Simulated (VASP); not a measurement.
A run of VASP 6.6.1 is set up as follows.

Contents of INCAR:

```
SYSTEM = Pb
PREC = Accurate ; ENCUT = 520
EDIFF = 1E-6 ; ISMEAR = -1
SIGMA = 0.08 ; LREAL = .FALSE.
LASPH = .TRUE. ; NELM = 80
ALGO = Normal ; ISIF = 2
LWAVE = .FALSE. ; LCHARG = .FALSE.
GGA = CA ; NBANDS = 21
```

KPOINTS

```
Automatic mesh
0
G
  10 10 10
  0 0 0
```

The input POSCAR:

```
Pb
1.0
    0.0000000000      2.8778932316      2.8778932316
    2.8778932316      0.0000000000      2.8778932316
    2.8778932316      2.8778932316      0.0000000000
Pb
2
Direct
   -0.1250000000     -0.1250000000     -0.1250000000
    0.1250000000      0.1250000000      0.1250000000
```

Potentials or basis: VASP PAW LDA potentials, release 64 (Pb_d).

The run is started by

```console
$ cat potpaw_LDA.64/Pb_d/POTCAR > POTCAR
$ mpirun -np 1 vasp_std > vasp.out
```

(1) What does it give for the pressure?

(2) Predict the band gap on the k mesh.

## Answers

(1) 60.8 GPa.

(2) zero (band 14 reaches 11.73 eV, above the bottom of band 15 at 10.72 eV).

Caveat: spin-orbit coupling is left out, which moves the levels of the heavy elements.
